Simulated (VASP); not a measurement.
# P (P4/mmm) in VASP: further runs

The runs below take P through single point, with PBE.

Program: VASP 6.6.1. These are calculated values, not measurements. Logs are shortened: lines on timing, memory, paths and dates and some standing lists are left out, and cuts for length are marked.

## Step 1: The cell of the first run

The structure is tetragonal, space group P4/mmm (No. 123). Conventional cell: a = 5.732 Å, b = 5.732 Å, c = 2.400 Å, α = 90.00°, β = 90.00°, γ = 90.00°. P (site symmetry m2m) has 5 P at 2.27 to 2.45 Å within 3.0 Å.

## Step 2: Single point, PBE

INCAR reads:

```
PREC = Accurate
ENCUT = 520
EDIFF = 1E-6
ISMEAR = 0
SIGMA = 0.1
LREAL = F
LASPH = T
NELM = 60
ALGO = Normal
ISIF = 2
LWAVE = F
LCHARG = T
GGA = PE
LELF = T
LVHAR = T
NBANDS = 30
```

KPOINTS reads:

```
regular mesh
0
Gamma
  4 4 4
```

POSCAR reads:

```
P
1.0
    5.7323327736      0.0000000000      0.0000000000
    0.0000000000      5.7323327736      0.0000000000
    0.0000000000      0.0000000000      4.7993454996
P
8
Direct
    0.6977672866      1.0000021195      0.0000000000
    0.3022327134     -0.0000021195      0.0000000000
   -0.0000021195      0.6977672866      0.5000000000
    1.0000021195      0.3022327134      0.5000000000
    0.3022327134      1.0000021195      0.5000000000
    0.6977672866     -0.0000021195      0.5000000000
    1.0000021195      0.6977672866      0.0000000000
   -0.0000021195      0.3022327134      0.0000000000
```

Potentials or basis: VASP PAW PBE potentials, release 64 (P).

Command:

```bash
$ cat potpaw_PBE.64/P/POTCAR > POTCAR
$ mpirun -np 1 vasp_std > vasp.out
```

OUTCAR:

```text
PREC = Accurate
   ENCUT = 520
   EDIFF = 1E-6
   ISMEAR = 0
   LREAL = F
   LASPH = T
   NELM = 60
   ISIF = 2
   GGA = PE

 ion  position               nearest neighbor table
   1  0.698  0.000  0.000-   2 2.27   6 2.40   6 2.40   8 2.45   7 2.45
   2  0.302  1.000  0.000-   1 2.27   5 2.40   5 2.40   7 2.45   8 2.45
   3  1.000  0.698  0.500-   4 2.27   7 2.40   7 2.40   6 2.45   5 2.45
   4  0.000  0.302  0.500-   3 2.27   8 2.40   8 2.40   5 2.45   6 2.45
   5  0.302  0.000  0.500-   6 2.27   2 2.40   2 2.40   4 2.45   3 2.45
   6  0.698  1.000  0.500-   5 2.27   1 2.40   1 2.40   3 2.45   4 2.45
   7  0.000  0.698  0.000-   8 2.27   3 2.40   3 2.40   2 2.45   1 2.45
   8  1.000  0.302  0.000-   7 2.27   4 2.40   4 2.40   1 2.45   2 2.45

  LATTYP: Found a simple tetragonal cell.
 ALAT       =     5.7323327736
 C/A-ratio  =     0.8372412575

  Lattice vectors:

 A1 = (   5.7323327736,   0.0000000000,   0.0000000000)
 A2 = (   0.0000000000,   5.7323327736,   0.0000000000)
 A3 = (   0.0000000000,   0.0000000000,   4.7993454996)

Analysis of symmetry for initial positions (statically):
=====================================================================
 Subroutine PRICEL returns following result:

  LATTYP: Found a simple monoclinic cell.
 ALAT       =     2.3996727499
 B/A-ratio  =     2.3887977116
 C/A-ratio  =     2.3887977116
 COS(beta)  =    -0.0000101261

  Lattice vectors:

 A1 = (   0.0000242994,   0.0000000000,   2.3996727498)
 A2 = (   0.0000000000,   5.7323327736,   0.0000000000)
 A3 = (  -5.7323327736,   0.0000000000,   0.0000000000)

   2 primitive cells build up your supercell.

 Routine SETGRP: Setting up the symmetry group for a
 simple tetragonal supercell.

 Subroutine GETGRP returns: Found 16 space group operations
 (whereof 16 operations were pure point group operations)
 out of a pool of 16 trial point group operations.

The static configuration has the point symmetry D_4h.

Analysis of symmetry for dynamics (positions and initial velocities):
=====================================================================
 Subroutine PRICEL returns following result:

  LATTYP: Found a simple monoclinic cell.
 ALAT       =     2.3996727499
 B/A-ratio  =     2.3887977116
 C/A-ratio  =     2.3887977116
[... 114 lines left out ...]
   EDIFF  = 0.1E-05   stopping-criterion for ELM
   LREAL  =      F    real-space projection
   EDIFFG = 0.1E-04   stopping-criterion for IOM
   NSW    =      0    number of steps for IOM
   IBRION =     -1    ionic relax: 0-MD 1-quasi-New 2-CG
   NFREE  =      0    steps in history (QN), initial steepest desc. (CG)
   ISIF   =      2    stress and relaxation
   ISYM   =      2    0-nonsym 1-usesym 2-fastsym
   POTIM  = 0.5000    time-step for ionic-motion
   TEBEG  =    0.0;   TEEND  =   0.0 temperature during run
   PSTRESS=    0.0 pullay stress
   NELECT =      40.0000    total number of electrons
   NUPDOWN=      -1.0000    fix difference up-down
   EMIN   =  10.00;   EMAX   =-10.00  energy-range for DOS
   EFERMI =   0.00;   METHOD = LEGACY
   ISMEAR =     0;   SIGMA  =   0.10  broadening in eV -4-tet -1-fermi 0-gaus
   EFERMI_NEDOS =   21; number of points for ismear=-14 and -15
   IALGO  =     38    algorithm
   IMIX   =      4    mixing-type and parameters
     AMIX     =   0.40;   BMIX     =  1.00
     AMIX_MAG =   1.60;   BMIX_MAG =  1.00
  volume/ion in A,a.u.               =      19.71       133.03
  Fermi-wavevector in a.u.,A,eV,Ry     =   1.036287  1.958298 14.611160  1.073890
  Thomas-Fermi vector in A             =   2.170670
   LORBIT       =      0    0 simple, 1 ext, 2 COOP (PROOUT), +10 PAW based schemes
   GGA     = PE    functional components
   LHFCALC =     F    Hartree Fock is set to
   AEXX    =    0.0000 exact exchange contribution
   IVDW    =     0    specifies the selected vdW correction
   LEPSILON=     F    determine dielectric tensor
   LRPA    =     F    only Hartree local field effects (RPA)
 non-spin polarized calculation
 Gauss-broadening in eV      SIGMA  =   0.10
  energy-cutoff  :      520.00
  volume of cell :      157.70
 maximum number of plane-waves:      4284
 NGX is ok and might be reduce to    48
   NGX = 21   NGY = 21   NGZ = 17

 number of electron      39.9999997 magnetization

 Free energy of the ion-electron system (eV)
  ---------------------------------------------------
  ext. energy  EPLUGINS =         0.00000000
  ---------------------------------------------------
  free energy    TOTEN  =       -40.99608770 eV

  energy without entropy =      -40.97085591  energy(sigma->0) =      -40.98347181

 E-fermi :   6.2678     XC(G=0):  -9.3292

 val. band max:        6.2332887844   @ k =   0.5000   0.2500   0.2500
 cond. band min:       6.2764342863   @ k =   0.5000   0.5000   0.5000
 fundamental gap:      0.0431455019
 Fermi energy:         6.2678233572

 k-point     1 :       0.0000    0.0000    0.0000
  band No.  band energies     occupation
      1      -9.7881      2.00000
      2      -6.9963      2.00000
      3      -5.6924      2.00000
      4      -5.6924      2.00000
      5      -5.1020      2.00000
      6      -2.3220      2.00000
[... 583 lines left out ...]
     29      10.2726      0.00000
     30      10.2726      0.00000

------------------------ aborting loop because EDIFF is reached ----------------------------------------

  FORCE on cell =-STRESS in cart. coord.  units (eV):
  Direction    XX          YY          ZZ          XY          YZ          ZX
  --------------------------------------------------------------------------------------
  -------------------------------------------------------------------------------------
  Total       -0.1347506     -0.1347506      0.0659437      0.0000000      0.0000000      0.0000000
  in kB       -1.3689782     -1.3689782      0.6699454      0.0000000      0.0000000      0.0000000
  external PRESSURE =      -0.6893370 kB  Pullay stress =       0.0000000 kB

 VOLUME and BASIS-vectors are now :
 -----------------------------------------------------------------------------
  energy-cutoff  :      520.00
  volume of cell :      157.70
      direct lattice vectors                 reciprocal lattice vectors
     5.732332774  0.000000000  0.000000000     0.174449049  0.000000000  0.000000000
     0.000000000  5.732332774  0.000000000     0.000000000  0.174449049  0.000000000
     0.000000000  0.000000000  4.799345500     0.000000000  0.000000000  0.208361744

 POSITION                                       TOTAL-FORCE (eV/Angst)
 -----------------------------------------------------------------------------------
      3.99983      0.00001      0.00000        -0.006458      0.000000     -0.000000
      1.73250      5.73232      0.00000         0.006458      0.000000     -0.000000
      5.73232      3.99983      2.39967        -0.000000     -0.006458     -0.000000
      0.00001      1.73250      2.39967        -0.000000      0.006458      0.000000
      1.73250      0.00001      2.39967         0.006458      0.000000     -0.000000
      3.99983      5.73232      2.39967        -0.006458      0.000000     -0.000000
      0.00001      3.99983      0.00000        -0.000000     -0.006458      0.000000
      5.73232      1.73250      0.00000        -0.000000      0.006458      0.000000
 -----------------------------------------------------------------------------------
    total drift:                               -0.000000     -0.000000      0.000000

  FREE ENERGIE OF THE ION-ELECTRON SYSTEM (eV)
  ---------------------------------------------------
  free  energy   TOTEN  =       -40.9960876983 eV

  energy  without entropy=      -40.9708559138  energy(sigma->0) =      -40.98347181
```

OSZICAR:

```text
N       E                     dE             d eps       ncg     rms          rms(c)
DAV:   1     0.155000689875E+03    0.15500E+03   -0.16752E+04  1080   0.114E+03
DAV:   2    -0.281279918236E+02   -0.18313E+03   -0.17588E+03  1346   0.192E+02
DAV:   3    -0.409606716103E+02   -0.12833E+02   -0.12495E+02  1418   0.488E+01
DAV:   4    -0.412658899807E+02   -0.30522E+00   -0.30177E+00  1418   0.819E+00
DAV:   5    -0.412749978769E+02   -0.91079E-02   -0.90975E-02  1504   0.138E+00    0.138E+01
DAV:   6    -0.410831033638E+02    0.19189E+00   -0.13002E-01  1284   0.138E+00    0.817E+00
DAV:   7    -0.409896282924E+02    0.93475E-01   -0.27171E-01  1304   0.193E+00    0.312E-01
DAV:   8    -0.409935859598E+02   -0.39577E-02   -0.18443E-02  1346   0.630E-01    0.253E-01
DAV:   9    -0.409951844316E+02   -0.15985E-02   -0.12232E-03  1352   0.154E-01    0.982E-02
DAV:  10    -0.409959591734E+02   -0.77474E-03   -0.49809E-04  1256   0.831E-02    0.245E-02
DAV:  11    -0.409960506578E+02   -0.91484E-04   -0.14468E-04  1304   0.460E-02    0.260E-02
DAV:  12    -0.409960855858E+02   -0.34928E-04   -0.41318E-05  1292   0.235E-02    0.421E-03
DAV:  13    -0.409960868829E+02   -0.12970E-05   -0.28624E-06  1148   0.669E-03    0.212E-03
DAV:  14    -0.409960876983E+02   -0.81547E-06   -0.94551E-07   950   0.423E-03
   1 F= -.40996088E+02 E0= -.40983472E+02  d E =-.252318E-01
```

stdout:

```text
POSCAR found type information on POSCAR P
 POSCAR found :  1 types and       8 ions
 scaLAPACK will be used
 LDA part: xc-table for (Slater+PW92), standard interpolation
 POSCAR, INCAR and KPOINTS ok, starting setup
 FFT: planning ... GRIDC
 FFT: planning ... GRID_SOFT
 FFT: planning ... GRID
 WAVECAR not read
 entering main loop
```

It took 49 s on 1 thread of AMD EPYC 9R45 (Zen 5), shared host; peak memory 0.25 GiB.

What came out:

```yaml
Free_energy: -40.9961 eV
Pressure: -0.1 GPa
Largest_force: 0.006 eV/Å
Band_gap_on_the_k_mesh: zero (band 20 reaches 6.97 eV, above the bottom of band 21 at 5.73 eV)
```

Forces in eV/Å, atoms in the order of the input:
```
P   -0.006  0.000  0.000
P    0.006  0.000  0.000
P    0.000 -0.006  0.000
P    0.000  0.006  0.000
P    0.006  0.000  0.000
P   -0.006  0.000  0.000
P    0.000 -0.006  0.000
P    0.000  0.006  0.000
```

## Step 3: Single point, PBE

This run uses another cell than the first one, of 19.86 Å³/atom, 1.008 times its volume.

INCAR reads:

```
SYSTEM = P
  PREC = Accurate
  ENCUT = 520
  EDIFF = 1E-6
  ISMEAR = 0
  SIGMA = 0.2
  LREAL = .FALSE.
  LASPH = .TRUE.
  NELM = 100
  ALGO = Normal
  ISIF = 2
  LWAVE = .FALSE.
  LCHARG = .FALSE.
  GGA = PE
  NBANDS = 30
```

KPOINTS reads:

```
regular mesh
0
G
  8 4 2
  0 0 0
```

POSCAR reads:

```
P
1.0
    0.0000000000      0.0000000000      2.4032024735
    5.7500823928      0.0000000000      0.0000000000
    0.0000000000     11.5001647855      0.0000000000
P
8
Direct
    0.0000000000      0.7006186552      0.5000000000
    0.0000000000      0.7006186552      0.0000000000
    0.0000000000      0.2993813448      0.5000000000
    0.0000000000      0.2993813448      0.0000000000
    0.0000000000      0.0000000000      0.3503093276
    0.0000000000      0.0000000000      0.8503093276
    0.0000000000      0.0000000000      0.1496906724
    0.0000000000      0.0000000000      0.6496906724
```

Potentials or basis: VASP PAW PBE potentials, release 64 (P).

Command:

```bash
$ cat potpaw_PBE.64/P/POTCAR > POTCAR
$ mpirun -np 1 vasp_std > vasp.out
```

Run time: 70 s. Hardware: 1 thread of AMD EPYC 9R45 (Zen 5), shared host; peak memory 0.26 GiB.

It converged, with:

- Free energy: -41.0192 eV
- Pressure: -0.6 GPa
- Largest force: 0.060 eV/Å
- Band gap on the k mesh: zero (band 20 reaches 7.93 eV, above the bottom of band 21 at 3.68 eV)

Forces on the atoms (eV/Å):
```
P   -0.060  0.000  0.000
P   -0.060  0.000  0.000
P    0.060  0.000  0.000
P    0.060  0.000  0.000
P    0.000 -0.060  0.000
P    0.000 -0.060  0.000
P    0.000  0.060  0.000
P    0.000  0.060  0.000
```

Stress tensor (GPa, compression positive):
```
-0.85  0.00  0.00
 0.00 -0.85  0.00
 0.00  0.00 -0.23
```

Levels at points of the mesh, in eV from the Fermi level:
```tsv
k point	band 18	band 19	band 20	band 21	band 22	band 23
(0.00, 0.00, 0.00)	-0.23	0.64	1.52	1.52	1.99	2.17
(0.50, 0.00, 0.00)	-3.03	-2.64	-1.94	-0.39	0.80	0.80
(0.00, 0.50, 0.00)	-1.10	0.23	0.23	0.64	2.17	2.64
(0.50, 0.50, 0.00)	-2.79	-2.79	-2.64	-2.50	-0.39	1.56
(0.00, 0.00, 0.50)	-1.77	1.30	1.30	1.97	1.97	3.09
(0.50, 0.00, 0.50)	-4.15	-2.34	-2.34	0.46	0.46	1.69
(0.00, 0.50, 0.50)	-1.93	0.42	0.42	0.71	0.71	4.64
(0.50, 0.50, 0.50)	-3.10	-2.74	-2.74	-0.89	-0.89	2.03
```

(Continued in part 2 of 2.)
